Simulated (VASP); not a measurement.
# Li16HS in VASP: notebook

The runs below take Li16HS through single point, with PBE+D3(BJ).

Program: VASP 6.6.1. These are calculated values, not measurements. Logs are shortened: lines on timing, memory, paths and dates and some standing lists are left out, and cuts for length are marked.

## 1. The cell of the first run

The cell holds a slab with vacuum, 18 atoms: a = 6.980 Å, b = 6.045 Å, c = 20.403 Å, α = 90.00°, β = 90.00°, γ = 54.74°.

## 2. Single point, PBE+D3(BJ)

The input, INCAR:

```
SYSTEM = Li16HS
  PREC = Accurate
  ENCUT = 520
  EDIFF = 1E-6
  ISMEAR = -1
  SIGMA = 0.05
  LREAL = Auto
  LASPH = .TRUE.
  NELM = 80
  ALGO = Normal
  ISIF = 2
  LWAVE = .FALSE.
  LCHARG = .TRUE.
  GGA = PE
  IVDW = 12
  LELF = .TRUE.
  LVHAR = .TRUE.
  NBANDS = 42
```

The input, KPOINTS:

```
Automatic mesh
0
G
  2 2 1
  0 0 0
```

The input, POSCAR:

```
Li16HS
1.0
    6.9800000000      0.0000000000      0.0000000000
    3.4900000000      4.9356050000      0.0000000000
    0.0000000000      0.0000000000     20.4034080000
Li S H
16 1 1
Direct
   -0.2499997467      0.4999994935      0.0490114201
    0.2500002533      0.4999994935      0.0490114201
   -0.2499994935      0.9999989870      0.0490114201
    0.2500005065      0.9999989870      0.0490114201
   -0.0015682588     -0.0001013047      0.1726035180
    0.5013526392     -0.0000405219      0.1717801261
    0.0003084870      0.5002426248      0.1724123735
    0.5000442514      0.4997968841      0.1725545066
   -0.2499788171      0.5021066313      0.2911229340
    0.2506324151      0.4979328775      0.2916032459
   -0.2551729766      0.9988846352      0.2936519232
    0.2541763387      1.0009309902      0.2905004889
    0.0043477519      0.0009320033      0.4098236922
    0.5025320422      0.0004660016      0.4250564416
    0.0049624666      0.4949747802      0.4237723423
    0.5017287590      0.5038490722      0.4174939794
    0.4612705470      0.0071723730      0.5149629905
    0.3577952516     -0.0835561193      0.4738522114
```

Potentials or basis: VASP PAW PBE potentials, release 64 (Li_sv, S, H).

The run is started by

```console
cat potpaw_PBE.64/Li_sv/POTCAR potpaw_PBE.64/S/POTCAR potpaw_PBE.64/H/POTCAR > POTCAR
mpirun -np 1 vasp_std > vasp.out
```

OUTCAR:

```text
SYSTEM = Li16HS
   PREC = Accurate
   ENCUT = 520
   EDIFF = 1E-6
   ISMEAR = -1
   LREAL = Auto
   LASPH = .TRUE.
   NELM = 80
   ISIF = 2
   GGA = PE
   IVDW = 12
 IVDW          = 12

 ion  position               nearest neighbor table
   1  0.750  0.500  0.049-
   2  0.250  0.500  0.049-
   3  0.750  1.000  0.049-
   4  0.250  1.000  0.049-
   5  0.998  1.000  0.173-
   6  0.501  1.000  0.172-
   7  0.000  0.500  0.172-
   8  0.500  0.500  0.173-
   9  0.750  0.502  0.291-
  10  0.251  0.498  0.292-
  11  0.745  0.999  0.294-
  12  0.254  0.001  0.291-
  13  0.004  0.001  0.410-
  14  0.503  0.000  0.425-  18 1.69  17 1.85
  15  0.005  0.495  0.424-
  16  0.502  0.504  0.417-
  17  0.461  0.007  0.515-  18 1.41  14 1.85
  18  0.358  0.916  0.474-  17 1.41  14 1.69

  LATTYP: Found a base centered orthorhombic cell.
 ALAT       =     6.9800000000
 B/A-ratio  =     1.4142134670
 C/A-ratio  =     2.9231243553

  Lattice vectors:

 A1 = (   3.4900000000,  -4.9356050000,   0.0000000000)
 A2 = (   3.4900000000,   4.9356050000,   0.0000000000)
 A3 = (   0.0000000000,   0.0000000000,  20.4034080000)

Analysis of symmetry for initial positions (statically):
=====================================================================
 Subroutine PRICEL returns:
 Original cell was already a primitive cell.

 Routine SETGRP: Setting up the symmetry group for a
 base centered orthorhombic supercell.

 Subroutine GETGRP returns: Found  1 space group operations
 (whereof  1 operations were pure point group operations)
 out of a pool of  8 trial point group operations.

The static configuration has the point symmetry C_1 .

Analysis of symmetry for dynamics (positions and initial velocities):
=====================================================================
 Subroutine PRICEL returns:
 Original cell was already a primitive cell.

 Routine SETGRP: Setting up the symmetry group for a
 base centered orthorhombic supercell.

 Subroutine GETGRP returns: Found  1 space group operations
 (whereof  1 operations were pure point group operations)
 out of a pool of  8 trial point group operations.

The dynamic configuration has the point symmetry C_1 .

 Subroutine INISYM returns: Found  1 space group operations
 (whereof  1 operations are pure point group operations),
 and found     1 'primitive' translations

----------------------------------------------------------------------------------------

                                     Primitive cell

  volume of cell :     702.9081

  direct lattice vectors                    reciprocal lattice vectors
     6.980000000  0.000000000  0.000000000     0.143266476 -0.101304703  0.000000000
     3.490000000  4.935605000  0.000000000     0.000000000  0.202609407  0.000000000
     0.000000000  0.000000000 20.403408000     0.000000000  0.000000000  0.049011420

  length of vectors
     6.980000000  6.044857047 20.403408000     0.175464885  0.202609407  0.049011420

  position of ions in fractional coordinates (direct lattice)
     0.750000253  0.499999493  0.049011420
     0.250000253  0.499999493  0.049011420
     0.750000507  0.999998987  0.049011420
     0.250000507  0.999998987  0.049011420
     0.998431741  0.999898695  0.172603518
     0.501352639  0.999959478  0.171780126
[... 10 lines left out ...]
     0.461270547  0.007172373  0.514962991
     0.357795252  0.916443881  0.473852211

  ion indices of the primitive-cell ions
   primitive index   ion index
                 1           1
                 2           2
                 3           3
                 4           4
                 5           5
                 6           6
[... 10 lines left out ...]
                17          17
                18          18

----------------------------------------------------------------------------------------

 KPOINTS: Automatic mesh

Automatic generation of k-mesh.
 Grid dimensions read from file:
 generate k-points for:    2    2    1

 Generating k-lattice:

  Cartesian coordinates                     Fractional coordinates (reciprocal lattice)
     0.071633238 -0.050652352  0.000000000     0.500000000  0.000000000  0.000000000
     0.000000000  0.101304703  0.000000000     0.000000000  0.500000000  0.000000000
     0.000000000  0.000000000  0.049011420     0.000000000  0.000000000  1.000000000

  Length of vectors
     0.087732443  0.101304703  0.049011420

  Shift w.r.t. Gamma in fractional coordinates (k-lattice)
     0.000000000  0.000000000  0.000000000

 Subroutine IBZKPT returns following result:
 ===========================================

 Found      4 irreducible k-points:

 Following reciprocal coordinates:
            Coordinates               Weight
  0.000000  0.000000  0.000000      1.000000
  0.500000 -0.000000  0.000000      1.000000
  0.500000  0.500000  0.000000      1.000000
  0.000000  0.500000  0.000000      1.000000
   k-points           NKPTS =      4   k-points in BZ     NKDIM =      4   number of bands    NBANDS=     42
   number of dos      NEDOS =    301   number of ions     NIONS =     18
   total plane-waves  NPLWV = 414720
   dimension x,y,z NGX =    54 NGY =   48 NGZ =  160
   dimension x,y,z NGXF=   108 NGYF=   96 NGZF=  320
   ions per type =              16   1   1
   NGX,Y,Z   is equivalent  to a cutoff of  12.86, 13.20, 13.04 a.u.
   NGXF,Y,Z  is equivalent  to a cutoff of  25.72, 26.40, 26.07 a.u.
 SYSTEM =  Li16HS
   PREC   = accura    normal or accurate (medium, high low for compatibility)
   ISTART =      0    job   : 0-new  1-cont  2-samecut
   ICHARG =      2    charge: 1-file 2-atom 10-const
   ISPIN  =      1    spin polarized calculation?
   LNONCOLLINEAR =      F non collinear calculations
   LSORBIT =      F    spin-orbit coupling
   LASPH  =      T    aspherical Exc in radial PAW
   ENCUT  =  520.0 eV  38.22 Ry    6.18 a.u.  12.98 11.24 37.94*2*pi/ulx,y,z
   NELM   =     80;   NELMIN=  2; NELMDL= -5     # of ELM steps
   EDIFF  = 0.1E-05   stopping-criterion for ELM
   LREAL  =      T    real-space projection
   EDIFFG = 0.1E-04   stopping-criterion for IOM
   NSW    =      0    number of steps for IOM
   IBRION =     -1    ionic relax: 0-MD 1-quasi-New 2-CG
   NFREE  =      0    steps in history (QN), initial steepest desc. (CG)
   ISIF   =      2    stress and relaxation
   ISYM   =      2    0-nonsym 1-usesym 2-fastsym
   POTIM  = 0.5000    time-step for ionic-motion
   TEBEG  =    0.0;   TEEND  =   0.0 temperature during run
   PSTRESS=    0.0 pullay stress
   NELECT =      55.0000    total number of electrons
   NUPDOWN=      -1.0000    fix difference up-down
   EMIN   =  10.00;   EMAX   =-10.00  energy-range for DOS
   EFERMI =   0.00;   METHOD = LEGACY
   ISMEAR =    -1;   SIGMA  =   0.05  broadening in eV -4-tet -1-fermi 0-gaus
   EFERMI_NEDOS =   21; number of points for ismear=-14 and -15
   IALGO  =     38    algorithm
   IMIX   =      4    mixing-type and parameters
     AMIX     =   0.40;   BMIX     =  1.00
     AMIX_MAG =   1.60;   BMIX_MAG =  1.00
  volume/ion in A,a.u.               =      39.05       263.53
  Fermi-wavevector in a.u.,A,eV,Ry     =   0.700212  1.323209  6.670894  0.490297
  Thomas-Fermi vector in A             =   1.784303
   LORBIT       =      0    0 simple, 1 ext, 2 COOP (PROOUT), +10 PAW based schemes
   GGA     = PE    functional components
   LHFCALC =     F    Hartree Fock is set to
   AEXX    =    0.0000 exact exchange contribution
   IVDW    =    12    specifies the selected vdW correction
   LEPSILON=     F    determine dielectric tensor
   LRPA    =     F    only Hartree local field effects (RPA)
 non-spin polarized calculation
  energy-cutoff  :      520.00
  volume of cell :      702.91
 maximum number of plane-waves:     18950
 NGX is ok and might be reduce to    54
   NGX = 25   NGY = 23   NGZ = 75

 number of electron      54.9999994 magnetization

 Free energy of the ion-electron system (eV)
  ---------------------------------------------------
  ext. energy  EPLUGINS =         0.00000000
  ---------------------------------------------------
  free energy    TOTEN  =       -35.97059014 eV

  energy without entropy =      -35.88636869  energy(sigma->0) =      -35.92847942

 E-fermi :  -1.3615     XC(G=0):  -4.4363

 val. band max:       -1.4390204987   @ k =   0.5000   0.5000   0.0000
 cond. band min:      -1.2746547384   @ k =   0.0000   0.0000   0.0000
 fundamental gap:      0.1643657603
 Fermi energy:        -1.3614945154

 k-point     1 :       0.0000    0.0000    0.0000
  band No.  band energies     occupation
      1     -48.8622      2.00000
      2     -48.7837      2.00000
      3     -48.6523      2.00000
      4     -48.4765      2.00000
      5     -48.4689      2.00000
      6     -48.4675      2.00000
[... 31 lines left out ...]
     38       1.8202      0.00000
     39       1.8411      0.00000

 k-point     2 :       0.5000   -0.0000    0.0000
  band No.  band energies     occupation
      1     -48.8622      2.00000
      2     -48.7837      2.00000
      3     -48.6524      2.00000
      4     -48.4738      2.00000
      5     -48.4707      2.00000
      6     -48.4667      2.00000
[... 31 lines left out ...]
     38       0.7978      0.00000
     39       2.1637      0.00000

 k-point     3 :       0.5000    0.5000    0.0000
  band No.  band energies     occupation
      1     -48.8622      2.00000
      2     -48.7837      2.00000
      3     -48.6523      2.00000
      4     -48.4733      2.00000
      5     -48.4717      2.00000
      6     -48.4654      2.00000
[... 31 lines left out ...]
     38       0.9006      0.00000
     39       1.8403      0.00000

 k-point     4 :       0.0000    0.5000    0.0000
  band No.  band energies     occupation
      1     -48.8622      2.00000
      2     -48.7836      2.00000
      3     -48.6524      2.00000
      4     -48.4716      2.00000
      5     -48.4692      2.00000
      6     -48.4674      2.00000
[... 31 lines left out ...]
     38       1.1765      0.00000
     39       2.0036      0.00000
 [bands above 39 left out]

------------------------ aborting loop because EDIFF is reached ----------------------------------------

 Edisp (eV)   -2.21215

 E8    (eV) :    -0.9376

  FORCE on cell =-STRESS in cart. coord.  units (eV):
  Direction    XX          YY          ZZ          XY          YZ          ZX
  --------------------------------------------------------------------------------------
  -------------------------------------------------------------------------------------
  Total      -4.67914    -2.81012     2.92280     0.11120     0.05396    -1.65687
  in kB     -10.66542    -6.40527     6.66211     0.25347     0.12300    -3.77660
  external pressure =       -3.47 kB  Pullay stress =        0.00 kB

 VOLUME and BASIS-vectors are now :
 -----------------------------------------------------------------------------
  energy-cutoff  :      520.00
  volume of cell :      702.91
      direct lattice vectors                 reciprocal lattice vectors
     6.980000000  0.000000000  0.000000000     0.143266476 -0.101304703  0.000000000
     3.490000000  4.935605000  0.000000000     0.000000000  0.202609407  0.000000000
     0.000000000  0.000000000 20.403408000     0.000000000  0.000000000  0.049011420

 POSITION                                       TOTAL-FORCE (eV/Angst)
 -----------------------------------------------------------------------------------
      6.98000      2.46780      1.00000         0.002824     -0.025163      0.096438
      3.49000      2.46780      1.00000        -0.003948      0.020998      0.095321
      8.72500      4.93560      1.00000         0.000734      0.005833      0.074302
      5.23500      4.93560      1.00000        -0.000527     -0.003542      0.083154
     10.45870      4.93511      3.52170         0.006581      0.000984      0.002467
      6.98930      4.93540      3.50490         0.002523     -0.005337     -0.015130
[... 10 lines left out ...]
      3.24470      0.03540     10.50700        -0.912691     -0.037625      3.083785
      5.69580      4.52320      9.66820         0.014698      0.100540      0.562083
 -----------------------------------------------------------------------------------
    total drift:                               -0.001365      0.009384      0.014935

  FREE ENERGIE OF THE ION-ELECTRON SYSTEM (eV)
  ---------------------------------------------------
  free  energy   TOTEN  =       -38.1827390134 eV

  energy  without entropy=      -38.0985175632  energy(sigma->0) =      -38.14062829
```

It took 8.7 min on 1 thread of AMD EPYC 7R43 (Zen 3), shared host; peak memory 0.74 GiB.

What came out:

| Item | Value |
| --- | --- |
| Free energy | -38.1827 eV |
| Largest force | 4.226 eV/Å |
| Dispersion energy per atom | -0.123 eV |

Forces on the atoms (eV/Å):
```
Li   0.003 -0.025  0.096
Li  -0.004  0.021  0.095
Li   0.001  0.006  0.074
Li  -0.001 -0.004  0.083
Li   0.007  0.001  0.002
Li   0.003 -0.005 -0.015
Li  -0.003 -0.005 -0.034
Li   0.001  0.007 -0.025
Li   0.004 -0.016  0.105
Li  -0.013  0.019  0.085
Li   0.012 -0.001  0.008
Li   0.001 -0.001  0.057
Li  -0.060 -0.009 -0.151
Li   0.918  0.050 -4.125
Li   0.059 -0.016  0.108
Li  -0.029 -0.084 -0.011
S   -0.913 -0.038  3.084
H    0.015  0.101  0.562
```

Caveat: the k points lie up to 0.64 Å⁻¹ apart; the cutoff is under 1.25 times the usual one of these potentials, so pressure, stress and relaxed cells hold a basis-set (Pulay) error.

[end of part 1 of 2]
